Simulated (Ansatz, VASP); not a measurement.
# Two plane-wave programs on Pt

Contents of INCAR:

```
SYSTEM = Pt
PREC = Accurate
ENCUT = 520
EDIFF = 1E-6
ISMEAR = 0
SIGMA = 0.15
LREAL = .FALSE.
LASPH = .TRUE.
NELM = 80
ALGO = Normal
ISIF = 2
LWAVE = .FALSE.
LCHARG = .TRUE.
GGA = PE
LELF = .TRUE.
LVHAR = .TRUE.
NBANDS = 17
```

File KPOINTS:

```
regular mesh
0
G
  18 18 10
  0 0 0
```

POSCAR

```
Pt
1.0
    2.7585396147      0.0000000000      0.0000000000
   -1.3792698074      2.3889653837      0.0000000000
    0.0000000000      0.0000000000      4.9009000000
Pt
2
Direct
    0.6666666667      0.3333333333      0.7500000000
    0.3333333333      0.6666666667      0.2500000000
```

Input for Ansatz:

```yaml
crystal:
  lattice:
    - [2.7585396147, 0.0, 0.0]
    - [-1.3792698074, 2.3889653837, 0.0]
    - [0.0, 0.0, 4.9009]
  atoms:
    - { symbol: Pt, position: [0.6666666667, 0.3333333333, 0.75] }
    - { symbol: Pt, position: [0.3333333333, 0.6666666667, 0.25] }
basis:
  ecutwfc: 420
kpoints:
  mp_grid: { grid: [18, 18, 10] }
hamiltonian:
  xc: pbe
scf:
  occupations: { method: gaussian, width: 0.15 }
output:
  forces: true
  stress: true
  eigenvalues: true
```

Alike in both runs: task single point; functional PBE; k mesh 18 × 18 × 10; occupations gaussian, width 0.15 eV; no spin polarisation.

|  | VASP | Ansatz |
| --- | --- | --- |
| version | VASP 6.6.1 | Ansatz 0.2.0 |
| potentials or method | VASP PAW PBE potentials, release 64 (Pt), cutoff 520 eV | scalar-relativistic, plane waves, PAW |
| valence electrons in the cell | 20 | 36 |

|  | VASP | Ansatz | Ansatz less VASP |
| --- | --- | --- | --- |
| gap on the k mesh at the Fermi level (eV) | none | none | - |
| pressure (GPa) | -5.3 | -4.8 | +0.48 |
| traceless stress, the component that is largest in VASP (GPa) | -2.76 | -2.68 | +0.075 |

A gap of «none» marks a metal or a gap that the smearing closes. VASP's potentials hold 20 valence electrons a cell and Ansatz's 36, so a difference there can come from the potentials and not from the codes.

Neither program's run includes spin-orbit coupling.
